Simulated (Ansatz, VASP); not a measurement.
**One calculation of KEuCu3, two programs**

File INCAR:

```
  PREC = Accurate
  ENCUT = 600
  EDIFF = 1E-6
  ISMEAR = 0
  SIGMA = 0.1
  LREAL = F
  LASPH = T
  NELM = 150
  ALGO = Normal
  ISIF = 3
  LWAVE = F
  LCHARG = F
  ISPIN = 2
  MAGMOM = 0 7 0 0 0
  LORBIT = 11
  LMAXMIX = 6
  GGA = PE
  IBRION = 2
  NSW = 90
  EDIFFG = -0.04
```

The input KPOINTS:

```
Automatic mesh
0
Gamma
  4 4 4
```

The input POSCAR:

```
KEuCu3
1.0
    4.6976899200      0.0000000000      0.0000000000
    0.0000000000      4.6976899200      0.0000000000
    0.0000000000      0.0000000000      4.6976899200
K Eu Cu
1 1 3
Direct
    0.0000000000      0.0000000000      0.0000000000
    0.5000000000      0.5000000000      0.5000000000
    0.5000000000      0.5000000000      0.0000000000
    0.5000000000      0.0000000000      0.5000000000
    0.0000000000      0.5000000000      0.5000000000
```

Input for Ansatz:

```yaml
crystal:
  lattice:
    - [4.69768992, 0.0, 0.0]
    - [0.0, 4.69768992, 0.0]
    - [0.0, 0.0, 4.69768992]
  atoms:
    - { symbol: K, position: [0.0, 0.0, 0.0] }
    - { symbol: Eu, position: [0.5, 0.5, 0.5], spin: 7.0 }
    - { symbol: Cu, position: [0.5, 0.5, 0.0] }
    - { symbol: Cu, position: [0.5, 0.0, 0.5] }
    - { symbol: Cu, position: [0.0, 0.5, 0.5] }
basis:
  ecutwfc: 420
kpoints:
  mp_grid: { grid: [4, 4, 4] }
hamiltonian:
  xc: pbe
scf:
  occupations: { method: gaussian, width: 0.1 }
  lower_state_search: "off"
output:
  forces: true
  stress: true
  eigenvalues: true
  populations: true
magnetization:
  spin_polarized: true
relax:
  adjacent_minimum: "off"
  f_tol: 0.04
  max_steps: 70
  cell: { stress_tol: 0.4 }
```

Change from the starting cell: species swapped into the CsYbCl3 type (Pm-3m, No. 221).

Alike in both runs: task relaxation of cell and atoms; functional PBE; k mesh 4 × 4 × 4; occupations gaussian, width 0.1 eV; collinear spin.

|  | VASP | Ansatz |
| --- | --- | --- |
| version | VASP 6.6.1 | Ansatz 0.2.0 |
| potentials or method | VASP PAW PBE potentials, release 64 (K_sv, Eu, Cu), cutoff 600 eV | scalar-relativistic, plane waves, PAW |
| valence electrons in the cell | 59 | 83 |

Ansatz gave:

```
gap on the k mesh at the Fermi level, each at its own relaxed structure (eV)  : none
net moment per atom (μB)                                                      : 1.38
size of the moment on the site where the two differ most (μB)                 : 6.65
relaxed volume (Å³/atom)                                                      : 34.75
relaxed length of the cell vector where the two differ most in proportion (Å) : 5.580
```

Q: Estimate VASP's values.

A: gap on the k mesh at the Fermi level, each at its own relaxed structure (eV): none; net moment per atom (μB): 1.38; size of the moment on the site where the two differ most (μB): 6.54; relaxed volume (Å³/atom): 34.71; relaxed length of the cell vector where the two differ most in proportion (Å): 5.578.

Site moments also hang on the region over which each program counts them. A gap of «none» marks a metal or a gap that the smearing closes. VASP's potentials hold 59 valence electrons a cell and Ansatz's 83, so a difference there can come from the potentials and not from the codes.

Neither program's run includes spin-orbit coupling. Noted on VASP's run: the volume moved by over 15 % at a fixed basis, so the end points are rough.
